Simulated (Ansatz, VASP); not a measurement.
# BiTe: VASP beside Ansatz

```
CELL_PARAMETERS angstrom
3.46753 0.00000 0.00000
-1.73376 3.00297 0.00000
0.00000 0.00000 6.37067
ATOMIC_POSITIONS crystal
Bi 0.00000 0.00000 0.97985
Te 0.00000 0.00000 0.49447
```

Alike in both runs: functional PBE; k mesh 6 × 6 × 4; occupations gaussian, width 0.1 eV; no spin polarisation.

Ansatz relaxed the structure, and its values are those at the end. VASP's run is a single point on that final structure, the one shown.

|  | VASP | Ansatz |
| --- | --- | --- |
| version | VASP 6.6.1 | Ansatz 0.2.0 |
| potentials or method | VASP PAW PBE potentials, release 64 (Bi_d, Te), cutoff 520 eV | scalar-relativistic, plane waves, PAW |
| valence electrons in the cell | 21 | 31 |

```tsv
	VASP	Ansatz	Ansatz less VASP
gap on the k mesh at the Fermi level (eV)	none	none	-
pressure (GPa)	-0.2	0.0	+0.16
rms of the force components (eV/Å)	0.015	0.014	-0.0011
```

A gap of «none» marks a metal or a gap that the smearing closes. VASP's potentials hold 21 valence electrons a cell and Ansatz's 31, so a difference there can come from the potentials and not from the codes.

Neither program's run includes spin-orbit coupling.
